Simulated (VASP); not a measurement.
# Si (Pm) in VASP: further runs, part 2 of 2

VASP 6.6.1. The steps go on from the part before.

## Step 4: Single point, LDA (atom 5 (Si) moved +0.360 Å towards its neighbour atom 7 (Si) at 2.473 Å)

Input file INCAR:

```
ALGO = Normal
EDIFF = 1E-6
ENCUT = 520
ISIF = 2
ISMEAR = 0
LASPH = T
LCHARG = F
LREAL = F
LWAVE = F
NBANDS = 26
NELM = 60
PREC = Accurate
SIGMA = 0.15
```

Input file KPOINTS:

```
k-points
0
Gamma
  10 10 8
```

Input file POSCAR:

```
Si
1.0
    4.5521371120     -2.4347064072      0.0000000000
    4.5521371120      2.4347064072      0.0000000000
    0.0000000000      0.0000000000      5.3276483626
Si
8
Direct
    0.5000000000      0.5000000000      0.7705063097
    0.5000000000      0.5000000000      0.2294936903
    1.0000000000      0.0000000000      0.2705063097
    0.0000000000      1.0000000000      0.7294936903
    0.6603523223      0.8059290192      0.5000000000
    0.2262158285      0.2262158285      0.0000000000
    0.2737841715      0.2737841715      0.5000000000
    0.7737841715      0.7737841715      0.0000000000
```

Potentials or basis: VASP PAW LDA potentials, release 64 (Si).

Run with:

```console
cat potpaw_LDA.64/Si/POTCAR > POTCAR
mpirun -np 1 vasp_std > vasp.out
```

OUTCAR:

```text
EDIFF = 1E-6
   ENCUT = 520
   ISIF = 2
   ISMEAR = 0
   LASPH = T
   LREAL = F
   NELM = 60
   PREC = Accurate

 ion  position               nearest neighbor table
   1  0.500  0.500  0.771-   4 2.44   4 2.44   2 2.45   7 2.51   5 2.59   6 2.78   8 2.78   2 2.88

   2  0.500  0.500  0.229-   3 2.44   3 2.44   1 2.45   7 2.51   5 2.59   6 2.78   8 2.78   1 2.88

   3  0.000  0.000  0.271-   2 2.44   2 2.44   4 2.45   6 2.51   8 2.51   5 2.74   7 2.78   4 2.88
[... 7 lines left out ...]
   7  0.274  0.274  0.500-   5 2.11   2 2.51   1 2.51   6 2.70   6 2.70   4 2.78   3 2.78   5 2.81

   8  0.774  0.774  0.000-   6 2.47   6 2.47   3 2.51   4 2.51   5 2.71   5 2.71   1 2.78   2 2.78

  LATTYP: Found a base centered orthorhombic cell.
 ALAT       =     4.8694128144
 B/A-ratio  =     1.8696862581
 C/A-ratio  =     1.0941048881

  Lattice vectors:

 A1 = (  -4.5521371120,  -2.4347064072,   0.0000000000)
 A2 = (   4.5521371120,  -2.4347064072,   0.0000000000)
 A3 = (   0.0000000000,   0.0000000000,   5.3276483626)

Analysis of symmetry for initial positions (statically):
=====================================================================
 Subroutine PRICEL returns:
 Original cell was already a primitive cell.

 Routine SETGRP: Setting up the symmetry group for a
 base centered orthorhombic supercell.

 Subroutine GETGRP returns: Found  2 space group operations
 (whereof  2 operations were pure point group operations)
 out of a pool of  8 trial point group operations.

The static configuration has the point symmetry C_1h.

Analysis of symmetry for dynamics (positions and initial velocities):
=====================================================================
 Subroutine PRICEL returns:
 Original cell was already a primitive cell.

 Routine SETGRP: Setting up the symmetry group for a
 base centered orthorhombic supercell.

 Subroutine GETGRP returns: Found  2 space group operations
 (whereof  2 operations were pure point group operations)
 out of a pool of  8 trial point group operations.

The dynamic configuration has the point symmetry C_1h.

 Subroutine INISYM returns: Found  2 space group operations
 (whereof  2 operations are pure point group operations),
 and found     1 'primitive' translations

----------------------------------------------------------------------------------------

                                     Primitive cell

  volume of cell :     118.0939

  direct lattice vectors                    reciprocal lattice vectors
     4.552137112 -2.434706407  0.000000000     0.109838519 -0.205363570  0.000000000
     4.552137112  2.434706407  0.000000000     0.109838519  0.205363570  0.000000000
     0.000000000  0.000000000  5.327648363     0.000000000  0.000000000  0.187700076

  length of vectors
     5.162339351  5.162339351  5.327648363     0.232892027  0.232892027  0.187700076

  position of ions in fractional coordinates (direct lattice)
     0.500000000  0.500000000  0.770506310
     0.500000000  0.500000000  0.229493690
     0.000000000  0.000000000  0.270506310
[... 46 lines left out ...]
  0.100000 -0.000000  0.000000      2.000000
  0.000000 -0.100000  0.000000      2.000000
  0.200000 -0.000000  0.000000      2.000000
  0.000000 -0.200000  0.000000      2.000000
  0.300000  0.000000  0.000000      2.000000
[... 16 lines left out ...]
 -0.300000  0.100000  0.000000      2.000000
 -0.100000  0.300000  0.000000      2.000000
 [... further k-points ...]
   k-points           NKPTS =    260   k-points in BZ     NKDIM =    260   number of bands    NBANDS=     26
   number of dos      NEDOS =    301   number of ions     NIONS =      8
   total plane-waves  NPLWV =  64000
   dimension x,y,z NGX =    40 NGY =   40 NGZ =   40
   dimension x,y,z NGXF=    80 NGYF=   80 NGZF=   80
   ions per type =               8
   NGX,Y,Z   is equivalent  to a cutoff of  12.88, 12.88, 12.48 a.u.
   NGXF,Y,Z  is equivalent  to a cutoff of  25.76, 25.76, 24.96 a.u.
 SYSTEM =  unknown system
   PREC   = accura    normal or accurate (medium, high low for compatibility)
   ISTART =      0    job   : 0-new  1-cont  2-samecut
   ICHARG =      2    charge: 1-file 2-atom 10-const
   ISPIN  =      1    spin polarized calculation?
   LNONCOLLINEAR =      F non collinear calculations
   LSORBIT =      F    spin-orbit coupling
   LASPH  =      T    aspherical Exc in radial PAW
   ENCUT  =  520.0 eV  38.22 Ry    6.18 a.u.   9.60  9.60  9.91*2*pi/ulx,y,z
   NELM   =     60;   NELMIN=  2; NELMDL= -5     # of ELM steps
   EDIFF  = 0.1E-05   stopping-criterion for ELM
   LREAL  =      F    real-space projection
   EDIFFG = 0.1E-04   stopping-criterion for IOM
   NSW    =      0    number of steps for IOM
   IBRION =     -1    ionic relax: 0-MD 1-quasi-New 2-CG
   NFREE  =      0    steps in history (QN), initial steepest desc. (CG)
   ISIF   =      2    stress and relaxation
   ISYM   =      2    0-nonsym 1-usesym 2-fastsym
   POTIM  = 0.5000    time-step for ionic-motion
   TEBEG  =    0.0;   TEEND  =   0.0 temperature during run
   PSTRESS=    0.0 pullay stress
   NELECT =      32.0000    total number of electrons
   NUPDOWN=      -1.0000    fix difference up-down
   EMIN   =  10.00;   EMAX   =-10.00  energy-range for DOS
   EFERMI =   0.00;   METHOD = LEGACY
   ISMEAR =     0;   SIGMA  =   0.15  broadening in eV -4-tet -1-fermi 0-gaus
   EFERMI_NEDOS =   21; number of points for ismear=-14 and -15
   IALGO  =     38    algorithm
   IMIX   =      4    mixing-type and parameters
     AMIX     =   0.40;   BMIX     =  1.00
     AMIX_MAG =   1.60;   BMIX_MAG =  1.00
  volume/ion in A,a.u.               =      14.76        99.62
  Fermi-wavevector in a.u.,A,eV,Ry     =   1.059373  2.001925 15.269433  1.122272
  Thomas-Fermi vector in A             =   2.194716
   LORBIT       =      0    0 simple, 1 ext, 2 COOP (PROOUT), +10 PAW based schemes
   GGA     = CA    functional components
   LHFCALC =     F    Hartree Fock is set to
   AEXX    =    0.0000 exact exchange contribution
   IVDW    =     0    specifies the selected vdW correction
   LEPSILON=     F    determine dielectric tensor
   LRPA    =     F    only Hartree local field effects (RPA)
 non-spin polarized calculation
 Gauss-broadening in eV      SIGMA  =   0.15
  energy-cutoff  :      520.00
  volume of cell :      118.09
 maximum number of plane-waves:      3202
 NGX is ok and might be reduce to    40
   NGX = 19   NGY = 19   NGZ = 19

 number of electron      31.9999999 magnetization

 Free energy of the ion-electron system (eV)
  ---------------------------------------------------
  ext. energy  EPLUGINS =         0.00000000
  ---------------------------------------------------
  free energy    TOTEN  =       -45.35824675 eV

  energy without entropy =      -45.32860197  energy(sigma->0) =      -45.34342436

 E-fermi :   9.5524     XC(G=0): -11.1102

 val. band max:        9.5475764561   @ k =  -0.1000   0.2000  -0.2500
 cond. band min:       9.5553248199   @ k =  -0.4000   0.5000   0.5000
 fundamental gap:      0.0077483638
 Fermi energy:         9.5524213891

 k-point     1 :       0.0000    0.0000    0.0000
  band No.  band energies     occupation
      1      -4.5102      2.00000
      2       0.3384      2.00000
      3       0.5024      2.00000
      4       1.7834      2.00000
      5       2.2718      2.00000
      6       2.5038      2.00000
[... 685 lines left out ...]
     25      14.9361      0.00000
     26      15.4127      0.00000

 [... further k-points ...]

------------------------ aborting loop because EDIFF is reached ----------------------------------------

  FORCE on cell =-STRESS in cart. coord.  units (eV):
  Direction    XX          YY          ZZ          XY          YZ          ZX
  --------------------------------------------------------------------------------------
  -------------------------------------------------------------------------------------
  Total       -0.6143450      6.1537226     -0.5753195      0.3682794      0.0000000      0.0000000
  in kB       -8.3348040     83.4874146     -7.8053468      4.9964385      0.0000000      0.0000000
  external PRESSURE =      22.4490879 kB  Pullay stress =       0.0000000 kB

 VOLUME and BASIS-vectors are now :
 -----------------------------------------------------------------------------
  energy-cutoff  :      520.00
  volume of cell :      118.09
      direct lattice vectors                 reciprocal lattice vectors
     4.552137112 -2.434706407  0.000000000     0.109838519 -0.205363570  0.000000000
     4.552137112  2.434706407  0.000000000     0.109838519  0.205363570  0.000000000
     0.000000000  0.000000000  5.327648363     0.000000000  0.000000000  0.187700076

 POSITION                                       TOTAL-FORCE (eV/Angst)
 -----------------------------------------------------------------------------------
      4.55214      0.00000      4.10499         0.167693      0.085656     -0.098875
      4.55214      0.00000      1.22266         0.167693      0.085656      0.098875
      0.00000      0.00000      1.44116         0.000820      0.123718      0.058472
      0.00000      0.00000      3.88649         0.000820      0.123718     -0.058472
      6.67471      0.35444      2.66382        -0.818973     -4.052898      0.000000
      2.05953      0.00000      0.00000         0.083652      0.174611      0.000000
      2.49261      0.00000      2.66382         0.471453      3.425097      0.000000
      7.04474      0.00000      0.00000        -0.073157      0.034442      0.000000
 -----------------------------------------------------------------------------------
    total drift:                                0.000004     -0.000003      0.000000

  FREE ENERGIE OF THE ION-ELECTRON SYSTEM (eV)
  ---------------------------------------------------
  free  energy   TOTEN  =       -45.3582467482 eV

  energy  without entropy=      -45.3286019715  energy(sigma->0) =      -45.34342436
```

It took 14 min on 1 thread of Intel Xeon 8259CL, shared host; peak memory 0.58 GiB.

Results:

* Free energy: -45.3582 eV
* Pressure: 2.2 GPa
* Largest force: 4.135 eV/Å
* Band gap on the k mesh: zero (bands 16 and 17 overlap by 3.00 eV)

Forces in eV/Å, atoms in the order of the input:
```
Si   0.168  0.086 -0.099
Si   0.168  0.086  0.099
Si   0.001  0.124  0.058
Si   0.001  0.124 -0.058
Si  -0.819 -4.053  0.000
Si   0.084  0.175  0.000
Si   0.471  3.425  0.000
Si  -0.073  0.034  0.000
```

Caveat: the cell differs from its parent crystal (atom 5 (Si) moved +0.360 Å towards its neighbour atom 7 (Si) at 2.473 Å); the stress differs along the axes, from -1 to 8 GPa; forces of over 1 eV/Å act on the atoms, so gaps and moduli don't describe the material at rest.

## Step 5: The runs side by side

```csv
cell,gap on the mesh (eV),pressure (GPa),largest force (eV/Å)
"as given, atomic positions A",none,2.3,3.56
"as given, atomic positions B",none,3.6,5.22
"as given, atomic positions C",none,2.2,4.13
```

Alike in all rows: task single point; level LDA; potentials or basis VASP PAW LDA potentials, release 64 (Si); no spin polarisation; k mesh 10 × 10 × 8; cutoff (eV) 520; smearing gaussian 0.15 eV.

Caveats: forces of over 1 eV/Å act on the atoms, so gaps and moduli don't describe the material at rest; the stress differs along the axes, from -0 to 7 GPa (at least some runs); the stress differs along the axes, from -1 to 11 GPa (at least some runs); the stress differs along the axes, from -1 to 8 GPa (at least some runs).

Absolute energies hang on the potentials; compare differences alone.
